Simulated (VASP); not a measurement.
# SnSe2 (P-3m1) in VASP: a series of runs

SnSe2 is run at these levels: LDA; tasks: single point, relaxation of cell and atoms.

Program: VASP 6.6.1. These are calculated values, not measurements. Logs are shortened: lines on timing, memory, paths and dates and some standing lists are left out, and cuts for length are marked.

## (1) The cell of the first run

The structure is trigonal, space group P-3m1 (No. 164). Conventional cell: a = 3.799 Å, b = 3.799 Å, c = 5.903 Å, α = 90.00°, β = 90.00°, γ = 120.00°. Sn (site symmetry -3m) has 6 Se at 2.70 Å within 3.6 Å. Se (site symmetry 3m) has 3 Sn at 2.70 Å and 3 Se at 3.52 Å within 3.6 Å.

## (2) Single point, LDA

The input, INCAR:

```
PREC = Accurate ; ENCUT = 520
EDIFF = 1E-6 ; ISMEAR = 0
SIGMA = 0.02 ; LREAL = F
LASPH = T ; NELM = 100
ALGO = Normal ; ISIF = 2
LWAVE = F ; LCHARG = F
NBANDS = 20
```

The input, KPOINTS:

```
regular mesh
0
Gamma
  12 12 6
```

The input, POSCAR:

```
SnSe2
1.0
    3.7987110113      0.0000000000      0.0000000000
   -1.8993555056      3.2897802375      0.0000000000
    0.0000000000      0.0000000000      5.9029239611
Sn Se
1 2
Direct
    0.0000000000      0.0000000000      0.0000000000
    0.3333333333      0.6666666667      0.2672310414
    0.6666666667      0.3333333333      0.7327689586
```

Potentials or basis: VASP PAW LDA potentials, release 64 (Sn_d, Se).

Command:

```sh
$ cat potpaw_LDA.64/Sn_d/POTCAR potpaw_LDA.64/Se/POTCAR > POTCAR
$ mpirun -np 1 vasp_std > vasp.out
```

OUTCAR:

```text
PREC = Accurate
   ENCUT = 520
   EDIFF = 1E-6
   ISMEAR = 0
   LREAL = F
   LASPH = T
   NELM = 100
   ISIF = 2

 ion  position               nearest neighbor table
   1  0.000  0.000  0.000-   2 2.70   3 2.70   3 2.70   2 2.70   3 2.70   2 2.70
   2  0.333  0.667  0.267-   1 2.70   1 2.70   1 2.70
   3  0.667  0.333  0.733-   1 2.70   1 2.70   1 2.70

  LATTYP: Found a hexagonal cell.
 ALAT       =     3.7987110113
 C/A-ratio  =     1.5539281466

  Lattice vectors:

 A1 = (   3.7987110113,   0.0000000000,   0.0000000000)
 A2 = (  -1.8993555056,   3.2897802375,   0.0000000000)
 A3 = (   0.0000000000,   0.0000000000,   5.9029239611)

Analysis of symmetry for initial positions (statically):
=====================================================================
 Subroutine PRICEL returns:
 Original cell was already a primitive cell.

 Routine SETGRP: Setting up the symmetry group for a
 hexagonal supercell.

 Subroutine GETGRP returns: Found 12 space group operations
 (whereof 12 operations were pure point group operations)
 out of a pool of 24 trial point group operations.

The static configuration has the point symmetry D_3d.

Analysis of symmetry for dynamics (positions and initial velocities):
=====================================================================
 Subroutine PRICEL returns:
 Original cell was already a primitive cell.

 Routine SETGRP: Setting up the symmetry group for a
 hexagonal supercell.

 Subroutine GETGRP returns: Found 12 space group operations
 (whereof 12 operations were pure point group operations)
 out of a pool of 24 trial point group operations.

The dynamic configuration has the point symmetry D_3d.

 Subroutine INISYM returns: Found 12 space group operations
 (whereof 12 operations are pure point group operations),
 and found     1 'primitive' translations

----------------------------------------------------------------------------------------

                                     Primitive cell

  volume of cell :      73.7684

  direct lattice vectors                    reciprocal lattice vectors
     3.798711011  0.000000000  0.000000000     0.263247190  0.151985836  0.000000000
    -1.899355506  3.289780238  0.000000000     0.000000000  0.303971672  0.000000000
     0.000000000  0.000000000  5.902923961     0.000000000  0.000000000  0.169407569

  length of vectors
     3.798711011  3.798711011  5.902923961     0.303971672  0.303971672  0.169407569

  position of ions in fractional coordinates (direct lattice)
     0.000000000  0.000000000  0.000000000
     0.333333333  0.666666667  0.267231041
     0.666666667  0.333333333  0.732768959

  ion indices of the primitive-cell ions
   primitive index   ion index
                 1           1
                 2           2
                 3           3

----------------------------------------------------------------------------------------

 KPOINTS: regular mesh

Automatic generation of k-mesh.
 Grid dimensions read from file:
 generate k-points for:   12   12    6

 Generating k-lattice:

  Cartesian coordinates                     Fractional coordinates (reciprocal lattice)
     0.021937266  0.012665486  0.000000000     0.083333333  0.000000000  0.000000000
     0.000000000  0.025330973  0.000000000     0.000000000  0.083333333  0.000000000
     0.000000000  0.000000000  0.028234595     0.000000000  0.000000000  0.166666667

  Length of vectors
     0.025330973  0.025330973  0.028234595

  Shift w.r.t. Gamma in fractional coordinates (k-lattice)
     0.000000000  0.000000000  0.000000000

 Subroutine IBZKPT returns following result:
 ===========================================

 Found    100 irreducible k-points:

 Following reciprocal coordinates:
            Coordinates               Weight
  0.000000  0.000000  0.000000      1.000000
  0.083333  0.000000  0.000000      6.000000
  0.166667  0.000000  0.000000      6.000000
  0.250000  0.000000  0.000000      6.000000
  0.333333  0.000000  0.000000      6.000000
  0.416667  0.000000  0.000000      6.000000
[... 16 lines left out ...]
  0.166667  0.000000  0.166667      6.000000
  0.000000  0.166667  0.166667      6.000000
 [... further k-points ...]
   k-points           NKPTS =    100   k-points in BZ     NKDIM =    100   number of bands    NBANDS=     20
   number of dos      NEDOS =    301   number of ions     NIONS =      3
   total plane-waves  NPLWV =  37632
   dimension x,y,z NGX =    28 NGY =   28 NGZ =   48
   dimension x,y,z NGXF=    56 NGYF=   56 NGZF=   96
   ions per type =               1   2
   NGX,Y,Z   is equivalent  to a cutoff of  12.25, 12.25, 13.52 a.u.
   NGXF,Y,Z  is equivalent  to a cutoff of  24.51, 24.51, 27.04 a.u.
 SYSTEM =  unknown system
   PREC   = accura    normal or accurate (medium, high low for compatibility)
   ISTART =      0    job   : 0-new  1-cont  2-samecut
   ICHARG =      2    charge: 1-file 2-atom 10-const
   ISPIN  =      1    spin polarized calculation?
   LNONCOLLINEAR =      F non collinear calculations
   LSORBIT =      F    spin-orbit coupling
   LASPH  =      T    aspherical Exc in radial PAW
   ENCUT  =  520.0 eV  38.22 Ry    6.18 a.u.   7.06  7.06 10.98*2*pi/ulx,y,z
   NELM   =    100;   NELMIN=  2; NELMDL= -5     # of ELM steps
   EDIFF  = 0.1E-05   stopping-criterion for ELM
   LREAL  =      F    real-space projection
   EDIFFG = 0.1E-04   stopping-criterion for IOM
   NSW    =      0    number of steps for IOM
   IBRION =     -1    ionic relax: 0-MD 1-quasi-New 2-CG
   NFREE  =      0    steps in history (QN), initial steepest desc. (CG)
   ISIF   =      2    stress and relaxation
   ISYM   =      2    0-nonsym 1-usesym 2-fastsym
   POTIM  = 0.5000    time-step for ionic-motion
   TEBEG  =    0.0;   TEEND  =   0.0 temperature during run
   PSTRESS=    0.0 pullay stress
   NELECT =      26.0000    total number of electrons
   NUPDOWN=      -1.0000    fix difference up-down
   EMIN   =  10.00;   EMAX   =-10.00  energy-range for DOS
   EFERMI =   0.00;   METHOD = LEGACY
   ISMEAR =     0;   SIGMA  =   0.02  broadening in eV -4-tet -1-fermi 0-gaus
   EFERMI_NEDOS =   21; number of points for ismear=-14 and -15
   IALGO  =     38    algorithm
   IMIX   =      4    mixing-type and parameters
     AMIX     =   0.40;   BMIX     =  1.00
     AMIX_MAG =   1.60;   BMIX_MAG =  1.00
  volume/ion in A,a.u.               =      24.59       165.94
  Fermi-wavevector in a.u.,A,eV,Ry     =   1.156403  2.185285 18.194631  1.337268
  Thomas-Fermi vector in A             =   2.293023
   LORBIT       =      0    0 simple, 1 ext, 2 COOP (PROOUT), +10 PAW based schemes
   GGA     = CA    functional components
   LHFCALC =     F    Hartree Fock is set to
   AEXX    =    0.0000 exact exchange contribution
   IVDW    =     0    specifies the selected vdW correction
   LEPSILON=     F    determine dielectric tensor
   LRPA    =     F    only Hartree local field effects (RPA)
 non-spin polarized calculation
 Gauss-broadening in eV      SIGMA  =   0.02
  energy-cutoff  :      520.00
  volume of cell :       73.77
 maximum number of plane-waves:      2006
   NGX = 15   NGY = 15   NGZ = 21

 number of electron      25.9999995 magnetization

 Free energy of the ion-electron system (eV)
  ---------------------------------------------------
  ext. energy  EPLUGINS =         0.00000000
  ---------------------------------------------------
  free energy    TOTEN  =       -13.79443672 eV

  energy without entropy =      -13.79443672  energy(sigma->0) =      -13.79443672

 E-fermi :   4.9746     XC(G=0): -10.0577

 val. band max:        4.8743803418   @ k =   0.0833   0.0833   0.0000
 cond. band min:       5.0637010074   @ k =   0.0000   0.4167   0.3333
 fundamental gap:      0.1893206656
 Fermi energy:         4.9746371507

 k-point     1 :       0.0000    0.0000    0.0000
  band No.  band energies     occupation
      1     -16.5581      2.00000
      2     -16.5581      2.00000
      3     -16.5155      2.00000
      4     -16.5025      2.00000
      5     -16.5025      2.00000
      6      -9.4386      2.00000
[... 12 lines left out ...]
     19      13.7198      0.00000
     20      13.7198      0.00000

 k-point     2 :       0.0833    0.0000    0.0000
  band No.  band energies     occupation
      1     -16.5613      2.00000
      2     -16.5553      2.00000
      3     -16.5134      2.00000
      4     -16.5044      2.00000
      5     -16.5022      2.00000
      6      -9.3685      2.00000
[... 12 lines left out ...]
     19      12.9808      0.00000
     20      13.7539      0.00000

 k-point     3 :       0.1667    0.0000    0.0000
  band No.  band energies     occupation
      1     -16.5708      2.00000
      2     -16.5485      2.00000
      3     -16.5112      2.00000
      4     -16.5053      2.00000
      5     -16.5006      2.00000
      6      -9.1625      2.00000
[... 12 lines left out ...]
     19      12.5923      0.00000
     20      13.8087      0.00000

 k-point     4 :       0.2500    0.0000    0.0000
  band No.  band energies     occupation
      1     -16.5851      2.00000
      2     -16.5413      2.00000
      3     -16.5167      2.00000
      4     -16.4968      2.00000
      5     -16.4963      2.00000
      6      -8.8356      2.00000
[... 12 lines left out ...]
     19      12.6912      0.00000
     20      14.2415      0.00000

 k-point     5 :       0.3333    0.0000    0.0000
  band No.  band energies     occupation
      1     -16.6001      2.00000
      2     -16.5370      2.00000
      3     -16.5223      2.00000
      4     -16.4891      2.00000
      5     -16.4874      2.00000
      6      -8.4224      2.00000
[... 12 lines left out ...]
     19      13.5476      0.00000
     20      14.8877      0.00000

 k-point     6 :       0.4167    0.0000    0.0000
  band No.  band energies     occupation
      1     -16.6114      2.00000
      2     -16.5354      2.00000
      3     -16.5261      2.00000
      4     -16.4822      2.00000
      5     -16.4805      2.00000
      6      -7.9998      2.00000
[... 12 lines left out ...]
     19      14.4784      0.00000
     20      15.5068      0.00000

 k-point     7 :       0.5000    0.0000    0.0000
  band No.  band energies     occupation
      1     -16.6156      2.00000
      2     -16.5350      2.00000
      3     -16.5275      2.00000
      4     -16.4794      2.00000
      5     -16.4779      2.00000
      6      -7.7721      2.00000
[... 12 lines left out ...]
     19      14.8689      0.00000
     20      15.9139      0.00000
[... 277 lines left out ...]
 k-point    20 :       0.0000    0.0000    0.1667
  band No.  band energies     occupation
      1     -16.5581      2.00000
      2     -16.5581      2.00000
      3     -16.5154      2.00000
      4     -16.5025      2.00000
      5     -16.5025      2.00000
      6      -9.3751      2.00000
[... 12 lines left out ...]
     19      13.4029      0.00000
     20      13.4032      0.00000

 k-point    21 :       0.0833    0.0000    0.1667
  band No.  band energies     occupation
      1     -16.5613      2.00000
      2     -16.5553      2.00000
      3     -16.5134      2.00000
      4     -16.5044      2.00000
      5     -16.5022      2.00000
      6      -9.3055      2.00000
[... 12 lines left out ...]
     19      13.0381      0.00000
     20      13.7537      0.00000

 k-point    22 :       0.0000    0.0833    0.1667
  band No.  band energies     occupation
      1     -16.5613      2.00000
      2     -16.5553      2.00000
      3     -16.5134      2.00000
      4     -16.5044      2.00000
      5     -16.5022      2.00000
      6      -9.3054      2.00000
[... 12 lines left out ...]
     19      12.9235      0.00000
     20      13.3089      0.00000

 k-point    23 :       0.1667    0.0000    0.1667
  band No.  band energies     occupation
      1     -16.5709      2.00000
      2     -16.5485      2.00000
      3     -16.5112      2.00000
      4     -16.5053      2.00000
      5     -16.5006      2.00000
      6      -9.1009      2.00000
[... 12 lines left out ...]
     19      13.0389      0.00000
     20      13.5114      0.00000

 k-point    24 :       0.0000    0.1667    0.1667
  band No.  band energies     occupation
      1     -16.5709      2.00000
      2     -16.5485      2.00000
      3     -16.5112      2.00000
      4     -16.5052      2.00000
      5     -16.5006      2.00000
      6      -9.1004      2.00000
[... 12 lines left out ...]
     19      12.4374      0.00000
     20      13.4319      0.00000

 [... further k-points ...]
[... 5 lines left out ...]
  --------------------------------------------------------------------------------------
  -------------------------------------------------------------------------------------
  Total        0.0934551      0.0934551      0.0763598      0.0000000      0.0000000      0.0000000
  in kB        2.0297538      2.0297538      1.6584598      0.0000000      0.0000000      0.0000000
  external PRESSURE =       1.9059891 kB  Pullay stress =       0.0000000 kB

 VOLUME and BASIS-vectors are now :
 -----------------------------------------------------------------------------
  energy-cutoff  :      520.00
  volume of cell :       73.77
      direct lattice vectors                 reciprocal lattice vectors
     3.798711011  0.000000000  0.000000000     0.263247190  0.151985836  0.000000000
    -1.899355506  3.289780238  0.000000000     0.000000000  0.303971672  0.000000000
     0.000000000  0.000000000  5.902923961     0.000000000  0.000000000  0.169407569

 POSITION                                       TOTAL-FORCE (eV/Angst)
 -----------------------------------------------------------------------------------
      0.00000      0.00000      0.00000        -0.000000      0.000000      0.000000
     -0.00000      2.19319      1.57744         0.000000      0.000000      0.025304
      1.89936      1.09659      4.32548        -0.000000     -0.000000     -0.025304
 -----------------------------------------------------------------------------------
    total drift:                                0.000000      0.000000     -0.000000

  FREE ENERGIE OF THE ION-ELECTRON SYSTEM (eV)
  ---------------------------------------------------
  free  energy   TOTEN  =       -13.7944367172 eV

  energy  without entropy=      -13.7944367172  energy(sigma->0) =      -13.79443672
```

Wall time 56 s (1 thread of AMD EPYC 9R45 (Zen 5), shared host); peak memory 0.23 GiB.

What came out:

```
Free energy            : -13.7944 eV
Pressure               : 0.2 GPa
Largest force          : 0.025 eV/Å
Band gap on the k mesh : 0.19 eV, indirect (least direct gap 0.71 eV)
```

Forces on the atoms (eV/Å):
```
Sn   0.000  0.000  0.000
Se   0.000  0.000  0.025
Se   0.000  0.000 -0.025
```

Caveat: spin-orbit coupling is left out, which moves the levels of the heavy elements. A k mesh can miss the band edges.

## (3) Relaxation of cell and atoms, LDA

This run uses another cell than the first one, of 25.58 Å³/atom, 1.040 times its volume.

The input, INCAR:

```
SYSTEM = SnSe2
  PREC = Accurate
  ENCUT = 600
  EDIFF = 1E-6
  ISMEAR = 0
  SIGMA = 0.02
  LREAL = .FALSE.
  LASPH = .TRUE.
  NELM = 100
  ALGO = Normal
  ISIF = 3
  LWAVE = .FALSE.
  LCHARG = .FALSE.
  IBRION = 2
  NSW = 70
  EDIFFG = -0.005
```

The input, KPOINTS:

```
Automatic mesh
0
G
  12 12 6
  0 0 0
```

The input, POSCAR:

```
SnSe2
1.0
    3.8380776335      0.0000000000      0.0000000000
   -1.9190388167      3.3238727323      0.0000000000
    0.0000000000      0.0000000000      6.0146785272
Sn Se
1 2
Direct
    0.0000000000      0.0000000000      0.0000000000
    0.3333333333      0.6666666667      0.2650914469
    0.6666666667      0.3333333333      0.7349085531
```

Potentials or basis: VASP PAW LDA potentials, release 64 (Sn_d, Se).

Command:

```sh
$ cat potpaw_LDA.64/Sn_d/POTCAR potpaw_LDA.64/Se/POTCAR > POTCAR
$ mpirun -np 1 vasp_std > vasp.out
```

It took 9 min on 1 thread of AMD EPYC 9R45 (Zen 5), shared host; peak memory 0.28 GiB.

The run converged. Its results:

```yaml
Free_energy: -13.7947 eV
Relaxed_volume: 24.63 Å³/atom
Relaxed_cell: a = 3.804 Å, b = 3.804 Å, c = 5.895 Å, α = 90.00°, β = 90.00°, γ = 120.00°
Space_group_after_relaxing_to_0.05_Å: P-3m1 (No. 164)
Energy_gained_by_relaxing: 5.5 meV/atom
Ionic_steps: 17
Pressure_after_relaxing: 0.0 GPa
Band_gap_on_the_k_mesh: 0.17 eV, indirect (least direct gap 0.68 eV)
```

The path:
```tsv
step	energy change (eV)	largest force (eV/Å)	pressure (GPa)	volume (Å³)
1	0.0000	0.2124	-2.11	76.73
2	-0.0052	0.2931	1.80	73.06
3	-0.0153	0.0573	-0.04	74.66
4	-0.0153	0.0518	-0.11	74.70
5	-0.0156	0.0350	-0.09	74.59
6	-0.0158	0.0074	-0.06	74.41
7	-0.0159	0.0213	0.06	74.24
8	-0.0160	0.0359	0.19	74.05
9	-0.0161	0.0339	0.18	74.03
10	-0.0163	0.0270	0.14	73.99
11	-0.0164	0.0137	0.04	73.91
12	-0.0164	0.0114	0.02	73.89
13	-0.0164	0.0110	0.01	73.89
14	-0.0164	0.0100	0.00	73.88
15	-0.0164	0.0056	-0.01	73.89
16	-0.0164	0.0054	-0.04	73.89
17	-0.0164	0.0016	-0.03	73.89
```

Final structure:
```
Sn Se
1.0
     3.80427    0.00000    0.00000
    -1.90214    3.29460    0.00000
     0.00000    0.00000    5.89546
Sn Se
1 2
Direct
  0.00000 0.00000 0.00000
  0.33333 0.66667 0.26776
  0.66667 0.33333 0.73224
```

Levels at points of the mesh, in eV from the valence-band top:
```tsv
k point	band 11	band 12	band 13	band 14	band 15	band 16
(0.00, 0.00, 0.00)	-0.69	-0.69	-0.14	0.54	2.69	4.35
(0.50, 0.00, 0.00)	-2.91	-1.96	-0.46	1.03	3.28	4.71
(0.00, 0.00, 0.50)	-1.05	-0.38	-0.38	2.37	2.56	3.90
(0.50, 0.00, 0.50)	-2.20	-1.30	-1.18	0.51	3.66	4.33
```

Caveat: spin-orbit coupling is left out, which moves the levels of the heavy elements. A k mesh can miss the band edges.
